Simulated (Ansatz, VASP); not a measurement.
**Bi: VASP beside Ansatz**

```
CELL_PARAMETERS angstrom
4.28400 0.00000 0.00000
-2.14200 3.71005 0.00000
0.00000 0.00000 28.00000
ATOMIC_POSITIONS crystal
Bi 0.33333 0.66667 0.50657
Bi 0.66667 0.33333 0.49343
```

Alike in both runs: task single point; functional LDA; k mesh 9 × 9 × 1; occupations gaussian, width 0.02 eV; no spin polarisation.

```csv
,VASP,Ansatz
version,VASP 6.6.1,Ansatz 0.2.0
potentials or method,"VASP PAW LDA potentials, release 64 (Bi_d), cutoff 520 eV","scalar-relativistic, plane waves, PAW"
valence electrons in the cell,30,30
```

|  | VASP | Ansatz | Ansatz less VASP |
| --- | --- | --- | --- |
| gap on the k mesh at the Fermi level (eV) | none | none | - |
| rms of the force components (eV/Å) | 1.536 | 1.532 | -0.0039 |

LDA's correlation is that of Perdew and Zunger in VASP and of Perdew and Wang (1992) in Ansatz. Atom by atom the forces differ by 0.004 eV/Å (rms over components). A gap of «none» marks a metal or a gap that the smearing closes.

Neither program's run includes spin-orbit coupling.
